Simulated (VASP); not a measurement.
Input of a VASP 6.6.1 run:

INCAR

```
SYSTEM = LiI3F2
  PREC = Accurate
  ENCUT = 520
  EDIFF = 1E-6
  ISMEAR = 0
  SIGMA = 0.1
  LREAL = .False.
  LASPH = .True.
  NELM = 80
  ALGO = Normal
  ISIF = 2
  LWAVE = .False.
  LCHARG = .False.
  GGA = PE
  NBANDS = 28
```

The input KPOINTS:

```
Automatic mesh
0
Gamma
  3 3 4
  0 0 0
```

POSCAR

```
LiI3F2
1.0
    6.3612354000      0.0000000000      0.0000000000
   -3.1806177000      5.5089914600      0.0000000000
    0.0000000000      0.0000000000      4.9476385800
Li I F
1 3 2
Direct
    0.0000000000      0.0000000000      0.0000000000
    0.5000000000      0.0000000000      0.5000000000
    0.5000000000      0.5000000000      0.5000000000
    0.0000000000      0.5000000000      0.5000000000
    0.3333333300      0.6666666700      0.0000000000
    0.6666666700      0.3333333300      0.0000000000
```

Potentials or basis: VASP PAW PBE potentials, release 64 (Li_sv, I, F).

The run is started by

```console
$ cat potpaw_PBE.64/Li_sv/POTCAR potpaw_PBE.64/I/POTCAR potpaw_PBE.64/F/POTCAR > POTCAR
$ mpirun -np 1 vasp_std > vasp.out
```

**Question.** Estimate the band gap on the k mesh.

**Answer.** Zero (band 19 reaches 2.82 eV, above the bottom of band 20 at 1.72 eV).

Caveat: the k points lie up to 0.38 Å⁻¹ apart; spin-orbit coupling is left out, which moves the levels of the heavy elements.
